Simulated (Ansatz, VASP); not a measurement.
**InAs in VASP and in Ansatz**

Contents of INCAR:

```
PREC = Accurate
ENCUT = 500
EDIFF = 1E-7
ISMEAR = 0
SIGMA = 0.1
LREAL = False
LASPH = True
NELM = 120
ALGO = Normal
ISIF = 3
LWAVE = False
LCHARG = False
GGA = PE
IBRION = 2
NSW = 100
EDIFFG = -0.01
GGA_COMPAT = False
NELMIN = 4
```

File KPOINTS:

```
Automatic mesh
0
Gamma
  14 14 14
```

POSCAR

```
InAs
1.0
   -2.1872059973      2.1872059973      3.0930322904
    2.1872059973     -2.1872059973      3.0930322904
    2.1872059973      2.1872059973     -3.0930322904
In As
1 1
Direct
    0.7500000000      0.2500000000      0.5000000000
    0.5000000000      0.5000000000      0.0000000000
```

Input for Ansatz:

```yaml
crystal:
  lattice:
    - [-2.1872059973, 2.1872059973, 3.0930322904]
    - [2.1872059973, -2.1872059973, 3.0930322904]
    - [2.1872059973, 2.1872059973, -3.0930322904]
  atoms:
    - { symbol: In, position: [0.75, 0.25, 0.5] }
    - { symbol: As, position: [0.5, 0.5, 0.0] }
basis:
  ecutwfc: 420
kpoints:
  mp_grid: { grid: [14, 14, 14] }
hamiltonian:
  xc: pbe
scf:
  occupations: { method: gaussian, width: 0.1 }
output:
  forces: true
  stress: true
  eigenvalues: true
relax:
  adjacent_minimum: "off"
  f_tol: 0.01
  max_steps: 80
  cell: { stress_tol: 0.05 }
```

Alike in both runs: task relaxation of cell and atoms; functional PBE; k mesh 14 × 14 × 14; occupations gaussian, width 0.1 eV; no spin polarisation.

```csv
,VASP,Ansatz
version,VASP 6.6.1,Ansatz 0.2.0
potentials or method,"VASP PAW PBE potentials, release 64 (In_d, As), cutoff 500 eV","scalar-relativistic, plane waves, PAW"
valence electrons in the cell,18,28
```

|  | VASP | Ansatz | Ansatz less VASP |
| --- | --- | --- | --- |
| gap on the k mesh at the Fermi level, each at its own relaxed structure (eV) | none | none | - |
| relaxed volume (Å³/atom) | 29.59 | 29.59 | 0.000 |
| relaxed length of the cell vector where the two differ most in proportion (Å) | 4.374 | 4.374 | 0.0000 |

A gap of «none» marks a metal or a gap that the smearing closes. VASP's potentials hold 18 valence electrons a cell and Ansatz's 28, so a difference there can come from the potentials and not from the codes. Ansatz's warnings: near symmetry operations not taken.

Noted on VASP's run: the relaxation stopped at its first step, so nothing moved.
